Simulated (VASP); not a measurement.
A run of VASP 6.6.1:

File INCAR:

```
PREC = Accurate ; ENCUT = 520
EDIFF = 1E-7 ; ISMEAR = -1
SIGMA = 0.1 ; LREAL = F
LASPH = T ; NELM = 60
ALGO = Normal ; ISIF = 2
LWAVE = F ; LCHARG = F
GGA = RP ; NBANDS = 12
```

File KPOINTS:

```
Automatic mesh
0
Gamma
  12 12 8
```

File POSCAR:

```
Sb
1.0
   -3.1200751244      3.1215196993      1.6652338843
    3.1215196993     -3.1200751244      1.6652338843
    3.1387890864      3.1387890864     -1.6625881427
Sb
2
Direct
    0.9999850888      0.0000149112      0.0000000000
    0.7500149112      0.2499850888      0.5000000000
```

Potentials or basis: VASP PAW PBE potentials, release 64 (Sb).

Command:

```bash
$ cat potpaw_PBE.64/Sb/POTCAR > POTCAR
$ mpirun -np 1 vasp_std > vasp.out
```

Hardware: 1 thread of Intel(R) Xeon(R) Platinum 8488C (Sapphire Rapids) (shared host).

How long does it take, and how much memory?

Wall time 2.4 min on 1 thread of Intel(R) Xeon(R) Platinum 8488C (Sapphire Rapids) (shared host), peak memory 0.36 GiB. Counts: scf iterations 10, k points 320.
